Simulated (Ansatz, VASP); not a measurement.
SbPt: VASP beside Ansatz

INCAR

```
  PREC = Accurate
  ENCUT = 520
  EDIFF = 1E-8
  ISMEAR = -1
  SIGMA = 0.08
  LREAL = F
  LASPH = T
  NELM = 80
  ALGO = Normal
  ISIF = 2
  LWAVE = F
  LCHARG = F
  GGA = CA
  LEFG = T
  NBANDS = 23
```

KPOINTS

```
regular mesh
0
Gamma
  11 11 8
```

The input POSCAR:

```
SbPt
1.0
    4.1843461804      0.0000000000      0.0000000000
   -2.0921730902      3.6237500904      0.0000000000
    0.0000000000      0.0000000000      5.5440082577
Sb Pt
2 2
Direct
    0.3333333333      0.6666666667      0.2500000000
    0.6666666667      0.3333333333      0.7500000000
    0.0000000000      0.0000000000      0.0000000000
    0.0000000000      0.0000000000      0.5000000000
```

Input for Ansatz:

```yaml
crystal:
  lattice:
    - [4.1843461804, 0.0, 0.0]
    - [-2.0921730902, 3.6237500904, 0.0]
    - [0.0, 0.0, 5.5440082577]
  atoms:
    - { symbol: Sb, position: [0.3333333333, 0.6666666667, 0.25] }
    - { symbol: Sb, position: [0.6666666667, 0.3333333333, 0.75] }
    - { symbol: Pt, position: [0.0, 0.0, 0.0] }
    - { symbol: Pt, position: [0.0, 0.0, 0.5] }
kpoints:
  mp_grid: { grid: [11, 11, 8] }
scf:
  occupations: { method: fermi_dirac, width: 0.08 }
hamiltonian:
  xc: lda
  pseudopotentials: { kind: paw }
output:
  forces: true
  stress: true
  eigenvalues: true
  efg: { contact_densities: true }
```

Change from the starting cell: volume scaled by 1.04, PAW files.

Alike in both runs: task electric field gradients; functional LDA; k mesh 11 × 11 × 8; occupations fermi-dirac, width 0.08 eV; no spin polarisation.

|  | VASP | Ansatz |
| --- | --- | --- |
| version | VASP 6.6.1 | Ansatz 0.2.0 |
| potentials or method | VASP PAW LDA potentials, release 64 (Sb, Pt) | PAW with Ansatz's default frozen-core files, scalar-relativistic |
| plane-wave cutoff (eV) | 520 | 420 |
| valence electrons in the cell | 30 | 66 |

```tsv
	VASP	Ansatz	Ansatz less VASP
pressure (GPa)	-5.2	-5.4	-0.19
traceless stress, the component that is largest in VASP (GPa)	-1.16	-1.27	-0.118
size of Vzz on the site where it differs most (V/Å²)	115.0	53.1	-61.95
```

LDA's correlation is that of Perdew and Zunger in VASP and of Perdew and Wang (1992) in Ansatz. VASP's potentials hold 30 valence electrons a cell and Ansatz's 66, so a difference there can come from the potentials and not from the codes.

Neither program's run includes spin-orbit coupling.
